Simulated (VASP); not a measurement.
# NaCl (Fm-3m) in VASP: further runs

The runs below take NaCl through relaxation of cell and atoms, with PBEsol.

Everything below comes from runs of VASP 6.6.1. Logs are shortened: lines on timing, memory, paths and dates and some standing lists are left out, and cuts for length are marked.

## Step 1: The cell of the first run

It takes space group Fm-3m (No. 225, cubic). The conventional cell has a = 5.588 Å, b = 5.588 Å, c = 5.588 Å, α = 90.00°, β = 90.00°, γ = 90.00°. Within 3.7 Å of Cl (site symmetry m-3m) lie 6 Na at 2.79 Å. Na (site symmetry m-3m) has 6 Cl at 2.79 Å within 3.7 Å.

## Step 2: Relaxation of cell and atoms, PBEsol

File INCAR:

```
SYSTEM = NaCl
PREC = Accurate ; ENCUT = 600
EDIFF = 1E-6 ; ISMEAR = -1
SIGMA = 0.05 ; LREAL = .False.
LASPH = .True. ; NELM = 60
ALGO = Normal ; ISIF = 3
LWAVE = .False. ; LCHARG = .False.
GGA = PS ; IBRION = 2
NSW = 80 ; EDIFFG = -0.02
```

File KPOINTS:

```
Automatic mesh
0
Gamma
  8 8 8
  0 0 0
```

File POSCAR:

```
NaCl
1.0
    0.0000000000      2.7940632177      2.7940632177
    2.7940632177      0.0000000000      2.7940632177
    2.7940632177      2.7940632177      0.0000000000
Cl Na
1 1
Direct
    0.5000000000      0.5000000000      0.5000000000
    0.0000000000      0.0000000000      0.0000000000
```

Potentials or basis: VASP PAW PBE potentials, release 64 (Cl, Na_pv).

Run with:

```
$ cat potpaw_PBE.64/Cl/POTCAR potpaw_PBE.64/Na_pv/POTCAR > POTCAR
$ mpirun -np 1 vasp_std > vasp.out
```

OUTCAR:

```text
SYSTEM = NaCl
   PREC = Accurate
   ENCUT = 600
   EDIFF = 1E-6
   ISMEAR = -1
   LREAL = .False.
   LASPH = .True.
   NELM = 60
   ISIF = 3
   GGA = PS
   IBRION = 2
   NSW = 80
   EDIFFG = -0.02

 ion  position               nearest neighbor table
   1  0.500  0.500  0.500-
   2  0.000  0.000  0.000-

  LATTYP: Found a face centered cubic cell.
 ALAT       =     5.5881264354

  Lattice vectors:

 A1 = (   0.0000000000,   2.7940632177,   2.7940632177)
 A2 = (   2.7940632177,   0.0000000000,   2.7940632177)
 A3 = (   2.7940632177,   2.7940632177,   0.0000000000)

Analysis of symmetry for initial positions (statically):
=====================================================================
 Subroutine PRICEL returns:
 Original cell was already a primitive cell.

 Routine SETGRP: Setting up the symmetry group for a
 face centered cubic supercell.

 Subroutine GETGRP returns: Found 48 space group operations
 (whereof 48 operations were pure point group operations)
 out of a pool of 48 trial point group operations.

The static configuration has the point symmetry O_h .

Analysis of symmetry for dynamics (positions and initial velocities):
=====================================================================
 Subroutine PRICEL returns:
 Original cell was already a primitive cell.

 Routine SETGRP: Setting up the symmetry group for a
 face centered cubic supercell.

 Subroutine GETGRP returns: Found 48 space group operations
 (whereof 48 operations were pure point group operations)
 out of a pool of 48 trial point group operations.

The dynamic configuration has the point symmetry O_h .

 Subroutine INISYM returns: Found 48 space group operations
 (whereof 48 operations are pure point group operations),
 and found     1 'primitive' translations

----------------------------------------------------------------------------------------

                                     Primitive cell

  volume of cell :      43.6253

  direct lattice vectors                    reciprocal lattice vectors
     0.000000000  2.794063218  2.794063218    -0.178950854  0.178950854  0.178950854
     2.794063218  0.000000000  2.794063218     0.178950854 -0.178950854  0.178950854
     2.794063218  2.794063218  0.000000000     0.178950854  0.178950854 -0.178950854

  length of vectors
     3.951402097  3.951402097  3.951402097     0.309951972  0.309951972  0.309951972

  position of ions in fractional coordinates (direct lattice)
     0.500000000  0.500000000  0.500000000
     0.000000000  0.000000000  0.000000000

  ion indices of the primitive-cell ions
   primitive index   ion index
                 1           1
                 2           2

----------------------------------------------------------------------------------------

 KPOINTS: Automatic mesh

Automatic generation of k-mesh.
 Grid dimensions read from file:
 generate k-points for:    8    8    8

 Generating k-lattice:

  Cartesian coordinates                     Fractional coordinates (reciprocal lattice)
    -0.022368857  0.022368857  0.022368857     0.125000000  0.000000000  0.000000000
     0.022368857 -0.022368857  0.022368857     0.000000000  0.125000000  0.000000000
     0.022368857  0.022368857 -0.022368857     0.000000000  0.000000000  0.125000000

  Length of vectors
     0.038743996  0.038743996  0.038743996

  Shift w.r.t. Gamma in fractional coordinates (k-lattice)
     0.000000000  0.000000000  0.000000000

 Subroutine IBZKPT returns following result:
 ===========================================

 Found     29 irreducible k-points:
[... 53 lines left out ...]
   ISYM   =      2    0-nonsym 1-usesym 2-fastsym
   POTIM  = 0.5000    time-step for ionic-motion
   TEBEG  =    0.0;   TEEND  =   0.0 temperature during run
   PSTRESS=    0.0 pullay stress
   NELECT =      14.0000    total number of electrons
   NUPDOWN=      -1.0000    fix difference up-down
   EMIN   =  10.00;   EMAX   =-10.00  energy-range for DOS
   EFERMI =   0.00;   METHOD = LEGACY
   ISMEAR =    -1;   SIGMA  =   0.05  broadening in eV -4-tet -1-fermi 0-gaus
   EFERMI_NEDOS =   21; number of points for ismear=-14 and -15
   IALGO  =     38    algorithm
   IMIX   =      4    mixing-type and parameters
     AMIX     =   0.40;   BMIX     =  1.00
     AMIX_MAG =   1.60;   BMIX_MAG =  1.00
  volume/ion in A,a.u.               =      21.81       147.20
  Fermi-wavevector in a.u.,A,eV,Ry     =   1.120825  2.118053 17.092312  1.256249
  Thomas-Fermi vector in A             =   2.257475
   LORBIT       =      0    0 simple, 1 ext, 2 COOP (PROOUT), +10 PAW based schemes
   GGA     = PS    functional components
   LHFCALC =     F    Hartree Fock is set to
   AEXX    =    0.0000 exact exchange contribution
   IVDW    =     0    specifies the selected vdW correction
   LEPSILON=     F    determine dielectric tensor
   LRPA    =     F    only Hartree local field effects (RPA)
 conjugate gradient relaxation of ions
 non-spin polarized calculation
  energy-cutoff  :      600.00
  volume of cell :       43.63
 maximum number of plane-waves:      1475
   NGX = 15   NGY = 15   NGZ = 15

--------------------------------------- Ionic step        1  -------------------------------------------

 number of electron      14.0000010 magnetization

 Free energy of the ion-electron system (eV)
  ---------------------------------------------------
  ext. energy  EPLUGINS =         0.00000000
  ---------------------------------------------------
  free energy    TOTEN  =        -6.99830059 eV

  energy without entropy =       -6.99830059  energy(sigma->0) =       -6.99830059

------------------------ aborting loop because EDIFF is reached ----------------------------------------

  FORCE on cell =-STRESS in cart. coord.  units (eV):
  Direction    XX          YY          ZZ          XY          YZ          ZX
  --------------------------------------------------------------------------------------
  -------------------------------------------------------------------------------------
  Total        0.0678308      0.0678308      0.0678308      0.0000000      0.0000000      0.0000000
  in kB        2.4911449      2.4911449      2.4911449      0.0000000      0.0000000      0.0000000
  external PRESSURE =       2.4911449 kB  Pullay stress =       0.0000000 kB

 VOLUME and BASIS-vectors are now :
 -----------------------------------------------------------------------------
  energy-cutoff  :      600.00
  volume of cell :       43.63
      direct lattice vectors                 reciprocal lattice vectors
     0.000000000  2.794063218  2.794063218    -0.178950854  0.178950854  0.178950854
     2.794063218  0.000000000  2.794063218     0.178950854 -0.178950854  0.178950854
     2.794063218  2.794063218  0.000000000     0.178950854  0.178950854 -0.178950854

 POSITION                                       TOTAL-FORCE (eV/Angst)
 -----------------------------------------------------------------------------------
      2.79406      2.79406      2.79406        -0.000000      0.000000      0.000000
      0.00000      0.00000      0.00000         0.000000     -0.000000     -0.000000
 -----------------------------------------------------------------------------------
    total drift:                                0.000000     -0.000000     -0.000000

  FREE ENERGIE OF THE ION-ELECTRON SYSTEM (eV)
  ---------------------------------------------------
  free  energy   TOTEN  =        -6.9983005897 eV

  energy  without entropy=       -6.9983005896  energy(sigma->0) =       -6.99830059

--------------------------------------- Ionic step        2  -------------------------------------------

 number of electron      14.0000010 magnetization

 Free energy of the ion-electron system (eV)
  ---------------------------------------------------
  ext. energy  EPLUGINS =         0.00000000
  ---------------------------------------------------
  free energy    TOTEN  =        -6.99853692 eV

  energy without entropy =       -6.99853692  energy(sigma->0) =       -6.99853692

 E-fermi :   0.4675     XC(G=0):  -8.4343

 val. band max:       -0.6517225030   @ k =   0.0000   0.0000   0.0000
 cond. band min:       4.3647108999   @ k =   0.0000   0.0000   0.0000
 fundamental gap:      5.0164334029
 Fermi energy:         0.4674574044

 k-point     1 :       0.0000    0.0000    0.0000
  band No.  band energies     occupation
      1     -21.2609      2.00000
      2     -21.2609      2.00000
      3     -21.2609      2.00000
      4     -13.3489      2.00000
      5      -0.6517      2.00000
      6      -0.6517      2.00000
      7      -0.6517      2.00000
      8       4.3647      0.00000
      9      10.3674      0.00000
     10      10.3674      0.00000
     11      10.3674      0.00000
[... 309 lines left out ...]
 k-point    24 :      -0.3750    0.2500    0.1250
  band No.  band energies     occupation
      1     -21.2882      2.00000
      2     -21.2702      2.00000
      3     -21.2658      2.00000
      4     -12.9442      2.00000
      5      -2.4063      2.00000
      6      -1.4672      2.00000
      7      -1.0907      2.00000
      8       7.5517      0.00000
      9       8.8996      0.00000
     10       9.5373      0.00000
     11      11.0549      0.00000

 [... further k-points ...]

------------------------ aborting loop because EDIFF is reached ----------------------------------------

  FORCE on cell =-STRESS in cart. coord.  units (eV):
  Direction    XX          YY          ZZ          XY          YZ          ZX
  --------------------------------------------------------------------------------------
  -------------------------------------------------------------------------------------
  Total        0.0188629      0.0188629      0.0188629      0.0000000      0.0000000      0.0000000
  in kB        0.6893652      0.6893652      0.6893652      0.0000000      0.0000000      0.0000000
  external PRESSURE =       0.6893652 kB  Pullay stress =       0.0000000 kB

 VOLUME and BASIS-vectors are now :
 -----------------------------------------------------------------------------
  energy-cutoff  :      600.00
  volume of cell :       43.84
      direct lattice vectors                 reciprocal lattice vectors
     0.000000000  2.798634779  2.798634779    -0.178658539  0.178658539  0.178658539
     2.798634779  0.000000000  2.798634779     0.178658539 -0.178658539  0.178658539
     2.798634779  2.798634779 -0.000000000     0.178658539  0.178658539 -0.178658539

 POSITION                                       TOTAL-FORCE (eV/Angst)
 -----------------------------------------------------------------------------------
      2.79863      2.79863      2.79863         0.000000     -0.000000     -0.000000
      0.00000      2.79863      2.79863        -0.000000      0.000000      0.000000
 -----------------------------------------------------------------------------------
    total drift:                               -0.000000     -0.000000      0.000000

  FREE ENERGIE OF THE ION-ELECTRON SYSTEM (eV)
  ---------------------------------------------------
  free  energy   TOTEN  =        -6.9985369171 eV

  energy  without entropy=       -6.9985369171  energy(sigma->0) =       -6.99853692

 reached required accuracy - stopping structural energy minimisation
```

Wall time 25 s (1 thread of Intel Xeon 8259CL, shared host); peak memory 0.18 GiB.

Results:

| Item | Value |
| --- | --- |
| Free energy | -6.9985 eV |
| Relaxed volume | 21.92 Å³/atom |
| Relaxed cell | a = 3.958 Å, b = 3.958 Å, c = 3.958 Å, α = 60.00°, β = 60.00°, γ = 60.00° |
| Space group after relaxing (to 0.1 Å) | Fm-3m (No. 225) |
| Energy gained by relaxing | 0.1 meV/atom |
| Ionic steps | 2 |
| Pressure after relaxing | 0.1 GPa |
| Band gap on the k mesh | 5.02 eV |

Step by step:
```csv
step,energy change (eV),largest force (eV/Å),pressure (GPa),volume (Å³)
1,0.0000,0.0000,0.25,43.63
2,-0.0002,0.0000,0.07,43.84
```

Final structure:
```
Cl Na
1.0
     0.00000    2.79863    2.79863
     2.79863    0.00000    2.79863
     2.79863    2.79863    0.00000
Cl Na
1 1
Direct
  0.50000 0.50000 0.50000
  0.00000 0.00000 0.00000
```

Caveat: the PAW data sets were made with another functional, which shifts forces and pressure a little.

## Step 3: Relaxation of cell and atoms, PBEsol, target pressure 5 GPa, at which the enthalpy is minimised

File INCAR:

```
ALGO = Normal
EDIFF = 1E-6
EDIFFG = -0.02
ENCUT = 600
GGA = PS
IBRION = 2
ISIF = 3
ISMEAR = -1
LASPH = T
LCHARG = F
LREAL = F
LWAVE = F
NELM = 80
NSW = 80
PREC = Accurate
PSTRESS = 50.0
SIGMA = 0.05
```

File KPOINTS:

```
k-points
0
Gamma
  8 8 8
```

POSCAR is that of step 2.

Potentials or basis: VASP PAW PBE potentials, release 64 (Cl, Na_pv).

Run with:

```
$ cat potpaw_PBE.64/Cl/POTCAR potpaw_PBE.64/Na_pv/POTCAR > POTCAR
$ mpirun -np 1 vasp_std > vasp.out
```

OUTCAR:

```text
EDIFF = 1E-6
   EDIFFG = -0.02
   ENCUT = 600
   GGA = PS
   IBRION = 2
   ISIF = 3
   ISMEAR = -1
   LASPH = T
   LREAL = F
   NELM = 80
   NSW = 80
   PREC = Accurate
   PSTRESS = 50.0

 ion  position               nearest neighbor table
   1  0.500  0.500  0.500-
   2  0.000  0.000  0.000-

  LATTYP: Found a face centered cubic cell.
 ALAT       =     5.5881264354

  Lattice vectors:

 A1 = (   0.0000000000,   2.7940632177,   2.7940632177)
 A2 = (   2.7940632177,   0.0000000000,   2.7940632177)
 A3 = (   2.7940632177,   2.7940632177,   0.0000000000)

Analysis of symmetry for initial positions (statically):
=====================================================================
 Subroutine PRICEL returns:
 Original cell was already a primitive cell.

[... 261 lines left out ...]

 k-point     1 :       0.0000    0.0000    0.0000
  band No.  band energies     occupation
      1     -20.1981      2.00000
      2     -20.1981      2.00000
      3     -20.1981      2.00000
      4     -12.8453      2.00000
      5       0.2147      2.00000
      6       0.2147      2.00000
      7       0.2147      2.00000
      8       5.7872      0.00000
      9      11.3227      0.00000
     10      11.3227      0.00000
     11      11.3227      0.00000
[... 309 lines left out ...]
 k-point    24 :      -0.3750    0.2500    0.1250
  band No.  band energies     occupation
      1     -20.2486      2.00000
      2     -20.2143      2.00000
      3     -20.2065      2.00000
      4     -12.2545      2.00000
      5      -1.9440      2.00000
      6      -0.8116      2.00000
      7      -0.3472      2.00000
      8       8.7324      0.00000
      9      10.1857      0.00000
     10      11.0598      0.00000
     11      12.3892      0.00000

 [... further k-points ...]

------------------------ aborting loop because EDIFF is reached ----------------------------------------

  FORCE on cell =-STRESS in cart. coord.  units (eV):
  Direction    XX          YY          ZZ          XY          YZ          ZX
  --------------------------------------------------------------------------------------
  -------------------------------------------------------------------------------------
  Total        1.1927734      1.1927734      1.1927734     -0.0000000      0.0000000      0.0000000
  in kB       49.7735125     49.7735125     49.7735125     -0.0000000      0.0000000      0.0000000
  external PRESSURE =      -0.2264875 kB  Pullay stress =      50.0000000 kB
[... 21 lines left out ...]
  energy  without entropy=       -6.9230937243  energy(sigma->0) =       -6.92309372

  enthalpy is  TOTEN    =        -5.7248927991 eV   P V=        1.1982009253

 reached required accuracy - stopping structural energy minimisation
```

OSZICAR:

```text
N       E                     dE             d eps       ncg     rms          rms(c)
DAV:   1     0.988248718764E+02    0.98825E+02   -0.78523E+03   638   0.141E+03
DAV:   2     0.137193475865E+01   -0.97453E+02   -0.89874E+02   718   0.296E+02
DAV:   3    -0.696596520938E+01   -0.83379E+01   -0.82811E+01   761   0.834E+01
[... 23 lines left out ...]
DAV:   2    -0.693857773812E+01    0.73608E-01   -0.11227E-01   704   0.400E+00    0.811E-01
DAV:   3    -0.692445551431E+01    0.14122E-01   -0.33457E-02   722   0.220E+00    0.392E-01
DAV:   4    -0.692312709898E+01    0.13284E-02   -0.10904E-03   935   0.409E-01    0.328E-02
DAV:   5    -0.692309452655E+01    0.32572E-04   -0.13988E-04   677   0.935E-02    0.197E-02
DAV:   6    -0.692309372435E+01    0.80220E-06   -0.56596E-06   761   0.405E-02
   3 F= -.57248928E+01 E0= -.57248928E+01  d E =-.880309E-01
```

CONTCAR:

```text
NaCl
   1.00000000000000
     0.0000000000000000    2.6776064428110322    2.6776064428110322
     2.6776064428110322    0.0000000000000000    2.6776064428110322
     2.6776064428110322    2.6776064428110322   -0.0000000000000000
  Cl              Na
     1     1
Direct
     0.5000000000000000    0.5000000000000000    0.5000000000000000
     0.0000000000000000    1.0000000000000000    0.0000000000000000

  0.00000000E+00  0.00000000E+00  0.00000000E+00
  0.00000000E+00  0.00000000E+00  0.00000000E+00
```

Wall time 42 s (1 thread of Intel Xeon 8259CL, shared host); peak memory 0.18 GiB.

What came out:

```
Free energy                                                : -6.9231 eV
Relaxed volume                                             : 19.20 Å³/atom
Relaxed cell                                               : a = 3.787 Å, b = 3.787 Å, c = 3.787 Å, α = 60.00°, β = 60.00°, γ = 60.00°
Space group after relaxing (to 0.1 Å)                      : Fm-3m (No. 225)
Energy change on relaxing (the run minimises the enthalpy) : +37.6 meV/atom
Ionic steps                                                : 3
Pressure after relaxing                                    : 5.0 GPa
Band gap on the k mesh                                     : 5.57 eV
```

Step by step:
| step | energy change (eV) | largest force (eV/Å) | pressure (GPa) | volume (Å³) |
| --- | --- | --- | --- | --- |
| 1 | 0.0000 | 0.0000 | 0.25 | 43.63 |
| 2 | 0.0422 | 0.0000 | 3.45 | 39.67 |
| 3 | 0.0752 | 0.0000 | 4.98 | 38.39 |

Final structure:
```yaml
crystal:
  lattice:
    - [0.00000, 2.67761, 2.67761]
    - [2.67761, 0.00000, 2.67761]
    - [2.67761, 2.67761, 0.00000]
  atoms:
    - { symbol: Cl, position: [0.50000, 0.50000, 0.50000] }
    - { symbol: Na, position: [0.00000, 0.00000, 0.00000] }
```

Levels at points of the mesh, in eV from the valence-band top:
| k point | band 4 | band 5 | band 6 | band 7 | band 8 | band 9 | band 10 | band 11 |
| --- | --- | --- | --- | --- | --- | --- | --- | --- |
| (0.00, 0.00, 0.00) | -13.06 | 0.00 | 0.00 | 0.00 | 5.57 | 11.11 | 11.11 | 11.11 |
| (0.50, 0.00, 0.00) | -12.51 | -2.50 | -0.37 | -0.37 | 7.32 | 11.21 | 11.21 | 11.80 |
| (0.50, 0.50, 0.00) | -12.46 | -2.16 | -0.78 | -0.78 | 7.69 | 7.86 | 12.28 | 15.97 |

Caveat: the cell is relaxed towards a set pressure, so the run minimises the enthalpy, not the energy; the PAW data sets were made with another functional, which shifts forces and pressure a little.
